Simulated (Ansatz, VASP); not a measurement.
# BaTe: VASP beside Ansatz

File POSCAR:

```
BaTe
1.0
    0.0000000000      3.8554462862      3.8554462862
    3.8554462862      0.0000000000      3.8554462862
    3.8554462862      3.8554462862      0.0000000000
Ba Te
1 1
Direct
    0.0000000000      0.0000000000      0.0000000000
    0.2500000000      0.2500000000      0.2500000000
```

File INCAR.step1:

```
SYSTEM = BaTe
ALGO = Normal
EDIFF = 1E-5
ENCUT = 400
GGA = PE
GGA_COMPAT = .False.
ISIF = 2
ISMEAR = 0
LASPH = .True.
LREAL = .False.
LWAVE = .True.
NBANDS = 15
NELM = 120
PREC = Accurate
SIGMA = 0.01
```

Contents of INCAR.step2:

```
SYSTEM = BaTe
ALGO = Normal
EDIFF = 1E-6
ENCUT = 400
GGA = PE
GGA_COMPAT = .False.
HFSCREEN = 0.2079
ISIF = 2
ISMEAR = 0
ISTART = 1
LASPH = .True.
LCHARG = .True.
LELF = .True.
LHFCALC = .True.
LREAL = .False.
LVHAR = .True.
LWAVE = .False.
NBANDS = 15
NELM = 120
PREC = Accurate
PRECFOCK = Normal
SIGMA = 0.01
```

File KPOINTS:

```
k-points
0
Gamma
  4 4 4
  0 0 0
```

Input for Ansatz:

```yaml
crystal:
  lattice:
    - [0.0, 3.8554462862, 3.8554462862]
    - [3.8554462862, 0.0, 3.8554462862]
    - [3.8554462862, 3.8554462862, 0.0]
  atoms:
    - { symbol: Ba, position: [0.0, 0.0, 0.0] }
    - { symbol: Te, position: [0.25, 0.25, 0.25] }
kpoints:
  mp_grid: { grid: [4, 4, 4] }
  band_path:
    path:
      - [0.0, 0.0, 0.0]
      - [-0.5, -0.5, 0.0]
      - [-0.375, -0.375, 0.25]
      - [-0.375, 0.0, 0.375]
      - [0.0, 0.0, 0.5]
      - [-0.5, -0.25, 0.25]
      - [0.25, -0.5, -0.25]
    npoints: 1
hamiltonian:
  xc: hse06
scf:
  occupations: { method: fixed }
  n_extra_bands: 4
output:
  forces: true
  stress: true
  eigenvalues: true
```

Change from the starting cell: hydrostatic strain -1.5%.

Alike in both runs: task single point; functional HSE06; k mesh 4 × 4 × 4; no spin polarisation.

|  | VASP | Ansatz |
| --- | --- | --- |
| version | VASP 6.6.1 | Ansatz 0.2.0 |
| potentials or method | VASP PAW PBE potentials, release 64 (Ba_sv, Te) | plane waves, PAW |
| plane-wave cutoff (eV) | 400 | 420 |
| occupations | gaussian, width 0.01 eV | fixed |
| valence electrons in the cell | 16 | 26 |

|  | VASP | Ansatz | Ansatz less VASP |
| --- | --- | --- | --- |
| gap on the k mesh at the Fermi level (eV) | 3.36 | 3.38 | +0.019 |
| pressure (GPa) | 1.0 | 0.8 | -0.16 |

VASP's potentials hold 16 valence electrons a cell and Ansatz's 26, so a difference there can come from the potentials and not from the codes. Ansatz's warnings: stress exchange threshold loose, stress scf threshold loose.

Spin-orbit coupling is off throughout.
